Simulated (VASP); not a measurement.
Wanted: the native input for a VASP 6.6.1 run.

* Task: single point
* Functional: PBE
* Potentials or basis: VASP PAW PBE potentials, release 64 (Zr_sv, B)
* Cutoff: 520 eV
* k mesh: 10 × 10 × 10
* Occupations: gaussian, width 0.05 eV
* Spin: non-collinear spin, zero start, spin-orbit coupling
* Starting moments: [[0.0, 0.0, 0.0], [0.0, 0.0, 0.0]] μB
* Dipole correction: no
* Further INCAR settings: ALGO = Normal; EDIFF = 1e-06; NBANDS = 27

The structure of ZrB lies in POSCAR:

```
ZrB
1.0
    0.0000000000      2.3250000000      2.3250000000
    2.3250000000      0.0000000000      2.3250000000
    2.3250000000      2.3250000000      0.0000000000
Zr B
1 1
Direct
    0.0000000000      0.0000000000      0.0000000000
    0.5000000000      0.5000000000      0.5000000000
```

One way to write it, as run:

INCAR

```
PREC = Accurate
ENCUT = 520
EDIFF = 1E-6
ISMEAR = 0
SIGMA = 0.05
LREAL = False
LASPH = True
NELM = 150
ALGO = Normal
ISIF = 2
LWAVE = False
LCHARG = True
MAGMOM = 0 0 0 0 0 0
LORBIT = 11
LSORBIT = True
GGA_COMPAT = False
LORBMOM = True
LMAXMIX = 4
GGA = PE
LVHAR = True
NBANDS = 27
```

KPOINTS

```
Automatic mesh
0
Gamma
  10 10 10
```

Potentials or basis: VASP PAW PBE potentials, release 64 (Zr_sv, B).

Command:

```console
$ cat potpaw_PBE.64/Zr_sv/POTCAR potpaw_PBE.64/B/POTCAR > POTCAR
$ mpirun -np 1 vasp_ncl > vasp.out
```

Results of the run:

The pressure is 34.6 GPa and the net moment is 0.00 μB per cell. The valence electrons inside the program's atomic spheres are Zr 10.11; B 1.92.

Wall time 20 s on 1 thread of Intel(R) Xeon(R) 6975P-C (Granite Rapids) (shared host), peak memory 0.22 GiB.
